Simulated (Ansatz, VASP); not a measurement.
**Nb: VASP beside Ansatz**

Contents of INCAR:

```
SYSTEM = Nb
PREC = Accurate
ENCUT = 520
EDIFF = 1E-6
ISMEAR = 0
SIGMA = 0.15
LREAL = .False.
LASPH = .True.
NELM = 60
ALGO = Fast
ISIF = 2
LWAVE = .False.
LCHARG = .False.
GGA = PE
NBANDS = 12
```

KPOINTS

```
regular mesh
0
Gamma
  20 20 20
  0 0 0
```

POSCAR

```
Nb
1.0
   -1.7471475000      1.7471475000      1.5807525000
    1.7471475000     -1.7471475000      1.5807525000
    1.7471475000      1.7471475000     -1.5807525000
Nb
1
Direct
    0.0000000000      0.0000000000      0.0000000000
```

Input for Ansatz:

```yaml
crystal:
  lattice:
    - [-1.7471475, 1.7471475, 1.5807525]
    - [1.7471475, -1.7471475, 1.5807525]
    - [1.7471475, 1.7471475, -1.5807525]
  atoms:
    - { symbol: Nb, position: [0.0, 0.0, 0.0] }
basis:
  ecutwfc: 420
kpoints:
  mp_grid: { grid: [20, 20, 20] }
hamiltonian:
  xc: pbe
scf:
  occupations: { method: gaussian, width: 0.15 }
output:
  forces: true
  stress: true
  eigenvalues: true
```

Change from the starting cell: strain +0.050 along x and y, -0.050 along z, atoms carried along.

Alike in both runs: task single point; functional PBE; k mesh 20 × 20 × 20; occupations gaussian, width 0.15 eV; no spin polarisation.

```csv
,VASP,Ansatz
version,VASP 6.6.1,Ansatz 0.2.0
potentials or method,"VASP PAW PBE potentials, release 64 (Nb_sv), cutoff 520 eV","scalar-relativistic, plane waves, PAW"
valence electrons in the cell,13,13
```

Ansatz gave:

```
gap on the k mesh at the Fermi level (eV)                     : none
pressure (GPa)                                                : -8.8
traceless stress, the component that is largest in VASP (GPa) : 5.01
```

Task: Which values does VASP return?

Result: gap on the k mesh at the Fermi level (eV): none; pressure (GPa): -9.1; traceless stress, the component that is largest in VASP (GPa): 4.96.

A gap of «none» marks a metal or a gap that the smearing closes.
